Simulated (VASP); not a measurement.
The system is Ga.

```
CELL_PARAMETERS angstrom
1.38300 -4.02650 0.00000
1.38300 4.02650 0.00000
-0.11745 0.00000 3.32993
ATOMIC_POSITIONS crystal
Ga 0.13100 0.86900 0.75000
Ga 0.86900 0.13100 0.25000
```

| Property | Result |
| --- | --- |
| Program | VASP 6.6.1 |
| Task | relaxation of cell and atoms |
| Functional | BLYP |
| Dispersion | D4 |
| Potentials or basis | VASP PAW PBE potentials, release 64 (Ga_d) |
| Cutoff | 600 eV |
| k mesh | 10 × 10 × 8 |
| Occupations | fermi-dirac, width 0.05 eV |
| Spin | no spin polarisation |

At the start: pressure -0.7 GPa; volume 18.54 Å³/atom.

Q: How do energy, volume and symmetry change on relaxing?

A: Over 15 steps the energy falls by 4.1 meV/atom and the volume is 18.30 Å³/atom (-1.3 %); space group C2/c (No. 15, to 0.05 Å).

Step by step:
| step | energy change (eV) | largest force (eV/Å) | pressure (GPa) | volume (Å³) |
| --- | --- | --- | --- | --- |
| 1 | 0.0000 | 0.1653 | -0.68 | 37.09 |
| 2 | -0.0040 | 0.1051 | -0.05 | 36.67 |
| 3 | -0.0053 | 0.0612 | 0.31 | 36.39 |
| 4 | -0.0043 | 0.0325 | 1.00 | 35.84 |
| 5 | -0.0055 | 0.0368 | 0.35 | 36.24 |
| 6 | -0.0055 | 0.0184 | 0.63 | 36.13 |
| 7 | -0.0055 | 0.0297 | 0.50 | 36.20 |
| 8 | -0.0072 | 0.0018 | 0.19 | 36.36 |
| 9 | -0.0077 | 0.0209 | 0.02 | 36.46 |
| 10 | -0.0078 | 0.0604 | -0.24 | 36.65 |
| 11 | -0.0079 | 0.0403 | 0.06 | 36.55 |
| 12 | -0.0079 | 0.0513 | -0.16 | 36.60 |
| 13 | -0.0079 | 0.0447 | -0.20 | 36.57 |
| 14 | -0.0079 | 0.0421 | 0.05 | 36.56 |
| 15 | -0.0082 | 0.0035 | -0.03 | 36.61 |

Final structure:
```
Ga
1.0
     1.40079   -4.00010    0.01585
     1.40079    4.00010    0.01585
    -0.08067    0.00000    3.26553
Ga
2
Direct
  0.13426 0.86574 0.75000
  0.86574 0.13426 0.25000
```

Caveat: the PAW data sets were made with another functional, which shifts forces and pressure a little; pairwise dispersion overbinds metals, which lowers pressure and volume.
